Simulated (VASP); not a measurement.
MoSe: single point with PBEsol+U

The system is MoSe.

```
CELL_PARAMETERS angstrom
0.00000 2.78889 2.78889
2.78889 0.00000 2.78889
2.78889 2.78889 0.00000
ATOMIC_POSITIONS crystal
Mo 0.00000 0.00000 0.00000
Se 0.25000 0.25000 0.25000
```

```yaml
Program: VASP 6.6.1
Task: single point
Functional: PBEsol
Potentials_or_basis: VASP PAW PBE potentials, release 64 (Mo_sv, Se)
Cutoff: 520 eV
k_mesh: 14 × 14 × 14
Occupations: gaussian, width 0.05 eV
Spin: no spin polarisation
Hubbard_terms: Mo d U = 4.0 eV
```

- Pressure: 4.4 GPa
- Band gap on the k mesh: zero (bands 10 and 11 overlap by 0.07 eV)

Levels at points of the mesh, in eV from the Fermi level:
| k point | band 8 | band 9 | band 10 | band 11 | band 12 | band 13 |
| --- | --- | --- | --- | --- | --- | --- |
| (0.00, 0.00, 0.00) | -4.73 | -0.77 | -0.77 | 1.33 | 4.86 | 4.86 |
| (0.50, 0.00, 0.00) | -4.42 | -0.27 | -0.27 | 0.42 | 2.69 | 2.69 |
| (0.50, 0.50, 0.00) | -3.68 | -1.32 | 0.01 | 0.05 | 1.24 | 1.24 |

Eigenvalues of the final occupation matrices:
| site | spin | trace | eigenvalues |
| --- | --- | --- | --- |
| site 1 d | 1 | 2.10 | 0.32 0.32 0.32 0.56 0.56 |
| site 1 d | 2 | 2.10 | 0.32 0.32 0.32 0.56 0.56 |

It took 48 s on 1 thread of Intel(R) Xeon(R) 6975P-C (Granite Rapids) (shared host), peak memory 0.22 GiB.

Caveat: the cell stands under pressure; the PAW data sets were made with another functional, which shifts forces and pressure a little; U without spin polarisation on a metal has little footing.
